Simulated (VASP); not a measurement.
# P (R-3m) in VASP: notebook

The runs below take P through single point, with LDA.

All numbers are computed with VASP 6.6.1; they aren't measurements. Logs are shortened: lines on timing, memory, paths and dates and some standing lists are left out, and cuts for length are marked.

## (1) The cell of the first run

Symmetry: R-3m, No. 166, trigonal system. Conventional cell: a = 3.718 Å, b = 3.718 Å, c = 8.091 Å, α = 90.00°, β = 90.00°, γ = 120.00°. P (site symmetry 3m) has 6 P at 2.36 to 2.75 Å within 3.1 Å.

## (2) Single point, LDA

The input, INCAR:

```
  PREC = Accurate
  ENCUT = 520
  EDIFF = 1E-6
  ISMEAR = 0
  SIGMA = 0.15
  LREAL = False
  LASPH = True
  NELM = 60
  ALGO = Normal
  ISIF = 2
  LWAVE = False
  LCHARG = False
  GGA = CA
  NBANDS = 12
```

The input, KPOINTS:

```
regular mesh
0
Gamma
  18 18 18
```

The input, POSCAR:

```
P
1.0
    1.8589810945      1.0732832353      2.6970764747
   -1.8589810945      1.0732832353      2.6970764747
    0.0000000000     -2.1465664706      2.6970764747
P
2
Direct
    0.2270802500      0.2270802500      0.2270802500
    0.7729197500      0.7729197500      0.7729197500
```

Potentials or basis: VASP PAW LDA potentials, release 64 (P).

The run is started by

```sh
$ cat potpaw_LDA.64/P/POTCAR > POTCAR
$ mpirun -np 1 vasp_std > vasp.out
```

OUTCAR:

```text
PREC = Accurate
   ENCUT = 520
   EDIFF = 1E-6
   ISMEAR = 0
   LREAL = False
   LASPH = True
   NELM = 60
   ISIF = 2
   GGA = CA

 ion  position               nearest neighbor table
   1  0.227  0.227  0.227-   2 2.36   2 2.36   2 2.36   2 2.75   2 2.75   2 2.75
   2  0.773  0.773  0.773-   1 2.36   1 2.36   1 2.36   1 2.75   1 2.75   1 2.75

  LATTYP: Found a trigonal (rhomboedric) cell.
 ALAT       =     3.4470232264
 COS(alpha) =     0.4183101010

  Lattice vectors:

 A1 = (   1.8589810945,   1.0732832353,   2.6970764747)
 A2 = (  -1.8589810945,   1.0732832353,   2.6970764747)
 A3 = (   0.0000000000,  -2.1465664706,   2.6970764747)

Analysis of symmetry for initial positions (statically):
=====================================================================
 Subroutine PRICEL returns:
 Original cell was already a primitive cell.

 Routine SETGRP: Setting up the symmetry group for a
 trigonal (rhombohedral) supercell.

 Subroutine GETGRP returns: Found 12 space group operations
 (whereof 12 operations were pure point group operations)
 out of a pool of 12 trial point group operations.

The static configuration has the point symmetry D_3d.

Analysis of symmetry for dynamics (positions and initial velocities):
=====================================================================
 Subroutine PRICEL returns:
 Original cell was already a primitive cell.

 Routine SETGRP: Setting up the symmetry group for a
 trigonal (rhombohedral) supercell.

 Subroutine GETGRP returns: Found 12 space group operations
 (whereof 12 operations were pure point group operations)
 out of a pool of 12 trial point group operations.

The dynamic configuration has the point symmetry D_3d.

 Subroutine INISYM returns: Found 12 space group operations
 (whereof 12 operations are pure point group operations),
 and found     1 'primitive' translations

----------------------------------------------------------------------------------------

                                     Primitive cell

  volume of cell :      32.2875

  direct lattice vectors                    reciprocal lattice vectors
     1.858981095  1.073283235  2.697076475     0.268964543  0.155286751  0.123590612
    -1.858981095  1.073283235  2.697076475    -0.268964543  0.155286751  0.123590612
     0.000000000 -2.146566471  2.697076475     0.000000000 -0.310573502  0.123590612

  length of vectors
     3.447023226  3.447023226  3.447023226     0.334261185  0.334261185  0.334261185

  position of ions in fractional coordinates (direct lattice)
     0.227080250  0.227080250  0.227080250
     0.772919750  0.772919750  0.772919750

  ion indices of the primitive-cell ions
   primitive index   ion index
                 1           1
                 2           2

----------------------------------------------------------------------------------------

 KPOINTS: regular mesh

Automatic generation of k-mesh.
 Grid dimensions read from file:
 generate k-points for:   18   18   18

 Generating k-lattice:

  Cartesian coordinates                     Fractional coordinates (reciprocal lattice)
     0.014942475  0.008627042  0.006866145     0.055555556  0.000000000  0.000000000
    -0.014942475  0.008627042  0.006866145     0.000000000  0.055555556  0.000000000
     0.000000000 -0.017254083  0.006866145     0.000000000  0.000000000  0.055555556

  Length of vectors
     0.018570066  0.018570066  0.018570066

  Shift w.r.t. Gamma in fractional coordinates (k-lattice)
     0.000000000  0.000000000  0.000000000

 Subroutine IBZKPT returns following result:
 ===========================================

 Found    580 irreducible k-points:

 Following reciprocal coordinates:
            Coordinates               Weight
  0.000000  0.000000  0.000000      1.000000
  0.055556  0.000000  0.000000      6.000000
  0.111111  0.000000  0.000000      6.000000
  0.166667  0.000000  0.000000      6.000000
  0.222222  0.000000  0.000000      6.000000
  0.277778  0.000000  0.000000      6.000000
[... 16 lines left out ...]
 -0.277778  0.055556 -0.000000     12.000000
 -0.222222  0.055556 -0.000000     12.000000
 [... further k-points ...]
   k-points           NKPTS =    580   k-points in BZ     NKDIM =    580   number of bands    NBANDS=     12
   number of dos      NEDOS =    301   number of ions     NIONS =      2
   total plane-waves  NPLWV =  21952
   dimension x,y,z NGX =    28 NGY =   28 NGZ =   28
   dimension x,y,z NGXF=    56 NGYF=   56 NGZF=   56
   ions per type =               2
   NGX,Y,Z   is equivalent  to a cutoff of  13.50, 13.50, 13.50 a.u.
   NGXF,Y,Z  is equivalent  to a cutoff of  27.01, 27.01, 27.01 a.u.
 SYSTEM =  unknown system
   PREC   = accura    normal or accurate (medium, high low for compatibility)
   ISTART =      0    job   : 0-new  1-cont  2-samecut
   ICHARG =      2    charge: 1-file 2-atom 10-const
   ISPIN  =      1    spin polarized calculation?
   LNONCOLLINEAR =      F non collinear calculations
   LSORBIT =      F    spin-orbit coupling
   LASPH  =      T    aspherical Exc in radial PAW
   ENCUT  =  520.0 eV  38.22 Ry    6.18 a.u.   6.41  6.41  6.41*2*pi/ulx,y,z
   NELM   =     60;   NELMIN=  2; NELMDL= -5     # of ELM steps
   EDIFF  = 0.1E-05   stopping-criterion for ELM
   LREAL  =      F    real-space projection
   EDIFFG = 0.1E-04   stopping-criterion for IOM
   NSW    =      0    number of steps for IOM
   IBRION =     -1    ionic relax: 0-MD 1-quasi-New 2-CG
   NFREE  =      0    steps in history (QN), initial steepest desc. (CG)
   ISIF   =      2    stress and relaxation
   ISYM   =      2    0-nonsym 1-usesym 2-fastsym
   POTIM  = 0.5000    time-step for ionic-motion
   TEBEG  =    0.0;   TEEND  =   0.0 temperature during run
   PSTRESS=    0.0 pullay stress
   NELECT =      10.0000    total number of electrons
   NUPDOWN=      -1.0000    fix difference up-down
   EMIN   =  10.00;   EMAX   =-10.00  energy-range for DOS
   EFERMI =   0.00;   METHOD = LEGACY
   ISMEAR =     0;   SIGMA  =   0.15  broadening in eV -4-tet -1-fermi 0-gaus
   EFERMI_NEDOS =   21; number of points for ismear=-14 and -15
   IALGO  =     38    algorithm
   IMIX   =      4    mixing-type and parameters
     AMIX     =   0.40;   BMIX     =  1.00
     AMIX_MAG =   1.60;   BMIX_MAG =  1.00
  volume/ion in A,a.u.               =      16.14       108.94
  Fermi-wavevector in a.u.,A,eV,Ry     =   1.107636  2.093128 16.692396  1.226857
  Thomas-Fermi vector in A             =   2.244152
   LORBIT       =      0    0 simple, 1 ext, 2 COOP (PROOUT), +10 PAW based schemes
   GGA     = CA    functional components
   LHFCALC =     F    Hartree Fock is set to
   AEXX    =    0.0000 exact exchange contribution
   IVDW    =     0    specifies the selected vdW correction
   LEPSILON=     F    determine dielectric tensor
   LRPA    =     F    only Hartree local field effects (RPA)
 non-spin polarized calculation
 Gauss-broadening in eV      SIGMA  =   0.15
  energy-cutoff  :      520.00
  volume of cell :       32.29
 maximum number of plane-waves:       887
 NGX is ok and might be reduce to    28

 number of electron      10.0000001 magnetization

 Free energy of the ion-electron system (eV)
  ---------------------------------------------------
  ext. energy  EPLUGINS =         0.00000000
  ---------------------------------------------------
  free energy    TOTEN  =       -11.81561110 eV

  energy without entropy =      -11.80896103  energy(sigma->0) =      -11.81228606

 E-fermi :   8.1128     XC(G=0): -10.9441

 val. band max:        8.1095747234   @ k =  -0.2778   0.0556  -0.0000
 cond. band min:       8.1230762766   @ k =   0.4444   0.0556   0.0556
 fundamental gap:      0.0135015531
 Fermi energy:         8.1128359767

 k-point     1 :       0.0000    0.0000    0.0000
  band No.  band energies     occupation
      1      -7.4006      2.00000
      2       5.2560      2.00000
      3       5.2560      2.00000
      4       5.2633      2.00000
      5       7.6876      1.99994
      6      10.9201      0.00000
      7      11.4515      0.00000
      8      11.4515      0.00000
      9      14.0402      0.00000
     10      14.0402      0.00000
     11      15.8613      0.00000
     12      15.8613      0.00000

 k-point     2 :       0.0556    0.0000    0.0000
  band No.  band energies     occupation
      1      -7.3547      2.00000
      2       4.2889      2.00000
      3       5.2510      2.00000
      4       6.1185      2.00000
      5       7.6322      1.99999
      6      10.8512      0.00000
      7      11.4729      0.00000
      8      11.5442      0.00000
      9      13.6683      0.00000
     10      13.9545      0.00000
     11      15.6904      0.00000
     12      16.3878      0.00000

 k-point     3 :       0.1111    0.0000    0.0000
  band No.  band energies     occupation
      1      -7.2174      2.00000
      2       3.2452      2.00000
      3       5.2389      2.00000
      4       6.8278      2.00000
      5       7.5030      2.00000
      6      10.6561      0.00000
      7      11.4424      0.00000
      8      11.7404      0.00000
      9      13.1761      0.00000
     10      13.7502      0.00000
     11      15.6401      0.00000
     12      17.4346      0.00000

 k-point     4 :       0.1667    0.0000    0.0000
  band No.  band energies     occupation
      1      -6.9891      2.00000
      2       2.1672      2.00000
      3       5.2266      2.00000
      4       7.2270      2.00000
      5       7.5006      2.00000
      6      10.3650      0.00000
      7      11.1316      0.00000
      8      11.8552      0.00000
      9      13.1232      0.00000
     10      13.6024      0.00000
     11      15.9631      0.00000
     12      18.6603      0.00000

 k-point     5 :       0.2222    0.0000    0.0000
  band No.  band energies     occupation
      1      -6.6710      2.00000
      2       1.0877      2.00000
      3       5.2220      2.00000
      4       7.1365      2.00000
      5       7.8450      1.98845
      6      10.0198      0.00000
      7      10.5933      0.00000
      8      11.7558      0.00000
      9      13.5190      0.00000
     10      13.7132      0.00000
     11      16.6380      0.00000
     12      19.7152      0.00000
[... 228 lines left out ...]
      1      -4.9810      2.00000
      2      -2.1810      2.00000
      3       4.8332      2.00000
      4       7.0791      2.00000
      5       7.7568      1.99921
      6       9.0462      0.00000
      7      10.0523      0.00000
      8      10.9021      0.00000
      9      15.6437      0.00000
     10      17.2212      0.00000
     11      18.5830      0.00000
     12      19.8601      0.00000

 k-point    22 :      -0.3333    0.0556   -0.0000
  band No.  band energies     occupation
      1      -5.5683      2.00000
      2      -1.2726      2.00000
      3       4.7771      2.00000
      4       7.0992      2.00000
      5       7.9571      1.85793
      6       9.2230      0.00000
      7      10.2396      0.00000
      8      11.0695      0.00000
      9      14.8252      0.00000
     10      16.2287      0.00000
     11      18.4244      0.00000
     12      19.9906      0.00000

 k-point    23 :      -0.2778    0.0556   -0.0000
  band No.  band energies     occupation
      1      -6.0833      2.00000
      2      -0.2989      2.00000
      3       4.7573      2.00000
      4       7.1346      2.00000
      5       8.1096      1.02453
      6       9.4642      0.00000
      7      10.4389      0.00000
      8      11.3738      0.00000
      9      14.1484      0.00000
     10      15.3161      0.00000
     11      17.4716      0.00000
     12      20.4751      0.00000

 k-point    24 :      -0.2222    0.0556   -0.0000
  band No.  band energies     occupation
      1      -6.5154      2.00000
      2       0.7148      2.00000
      3       4.7806      2.00000
      4       7.1988      2.00000
      5       8.0963      1.12406
      6       9.7551      0.00000
      7      10.7330      0.00000
      8      11.7162      0.00000
      9      13.6423      0.00000
     10      14.5268      0.00000
     11      16.6511      0.00000
     12      19.4716      0.00000

 [... further k-points ...]

------------------------ aborting loop because EDIFF is reached ----------------------------------------

  FORCE on cell =-STRESS in cart. coord.  units (eV):
  Direction    XX          YY          ZZ          XY          YZ          ZX
  --------------------------------------------------------------------------------------
  -------------------------------------------------------------------------------------
  Total       -2.9159921     -2.9159921      0.8288318      0.0000000      0.0000000      0.0000000
  in kB     -144.6981870   -144.6981870     41.1285264      0.0000000      0.0000000      0.0000000
  external PRESSURE =     -82.7559492 kB  Pullay stress =       0.0000000 kB

 VOLUME and BASIS-vectors are now :
 -----------------------------------------------------------------------------
  energy-cutoff  :      520.00
  volume of cell :       32.29
      direct lattice vectors                 reciprocal lattice vectors
     1.858981095  1.073283235  2.697076475     0.268964543  0.155286751  0.123590612
    -1.858981095  1.073283235  2.697076475    -0.268964543  0.155286751  0.123590612
     0.000000000 -2.146566471  2.697076475     0.000000000 -0.310573502  0.123590612

 POSITION                                       TOTAL-FORCE (eV/Angst)
 -----------------------------------------------------------------------------------
      0.00000      0.00000      1.83736         0.000000      0.000000      0.544004
      0.00000      0.00000      6.25387         0.000000      0.000000     -0.544004
 -----------------------------------------------------------------------------------
    total drift:                                0.000000     -0.000000     -0.000000

  FREE ENERGIE OF THE ION-ELECTRON SYSTEM (eV)
  ---------------------------------------------------
  free  energy   TOTEN  =       -11.8156110961 eV

  energy  without entropy=      -11.8089610317  energy(sigma->0) =      -11.81228606
```

Wall time 2.9 min (1 thread of Oxide Virtual Turin-like, shared host); peak memory 0.24 GiB.

What came out:

* Free energy: -11.8156 eV
* Pressure: -8.3 GPa
* Largest force: 0.544 eV/Å
* Band gap on the k mesh: zero (band 5 reaches 8.51 eV, above the bottom of band 6 at 7.20 eV)

Forces on the atoms (eV/Å):
```
P    0.000  0.000  0.544
P    0.000  0.000 -0.544
```

## (3) Single point, LDA

This run uses another cell than the first one, of the same volume but with other edges.

The input, INCAR:

```
SYSTEM = P
PREC = Accurate
ENCUT = 520
EDIFF = 1E-6
ISMEAR = 0
SIGMA = 0.15
LREAL = .FALSE.
LASPH = .TRUE.
NELM = 80
ALGO = Normal
ISIF = 2
LWAVE = .FALSE.
LCHARG = .FALSE.
NBANDS = 12
```

The input, KPOINTS:

```
Automatic mesh
0
G
  18 18 18
  0 0 0
```

The input, POSCAR:

```
P
1.0
    1.5812135160      0.9129140491      3.7278821210
   -1.5812135160      0.9129140491      3.7278821210
    0.0000000000     -1.8258280982      3.7278821210
P
2
Direct
    0.2270802500      0.2270802500      0.2270802500
    0.7729197500      0.7729197500      0.7729197500
```

Potentials or basis: VASP PAW LDA potentials, release 64 (P).

The run is started by

```sh
$ cat potpaw_LDA.64/P/POTCAR > POTCAR
$ mpirun -np 1 vasp_std > vasp.out
```

It took 3.8 min on 1 thread of Oxide Virtual Turin-like, shared host; peak memory 0.24 GiB.

The run converged. Its results:

| Item | Value |
| --- | --- |
| Free energy | -11.8209 eV |
| Pressure | 0.7 GPa |
| Largest force | 1.325 eV/Å |
| Band gap on the k mesh | zero (band 5 reaches 10.70 eV, above the bottom of band 6 at 7.18 eV) |

Forces on the atoms (eV/Å):
```
P    0.000  0.000 -1.325
P    0.000  0.000  1.325
```

Stress tensor (GPa, compression positive):
```
  6.66   0.00   0.00
  0.00   6.66   0.00
  0.00   0.00 -11.35
```

Levels at points of the mesh, in eV from the Fermi level:
| k point | band 2 | band 3 | band 4 | band 5 | band 6 | band 7 | band 8 | band 9 |
| --- | --- | --- | --- | --- | --- | --- | --- | --- |
| (0.00, 0.00, 0.00) | -5.74 | -4.72 | -0.51 | -0.51 | 3.82 | 3.82 | 4.00 | 7.88 |
| (0.50, 0.00, 0.00) | -10.72 | -4.19 | -2.55 | -1.24 | -0.32 | 0.76 | 2.31 | 5.60 |
| (0.50, 0.50, 0.00) | -9.63 | -5.93 | -5.14 | -3.26 | 1.44 | 5.59 | 5.60 | 6.92 |
| (0.50, 0.50, 0.50) | -10.72 | -0.42 | -0.42 | 2.47 | 2.47 | 2.65 | 3.77 | 8.50 |

Caveat: forces of over 1 eV/Å act on the atoms, so gaps and moduli don't describe the material at rest.
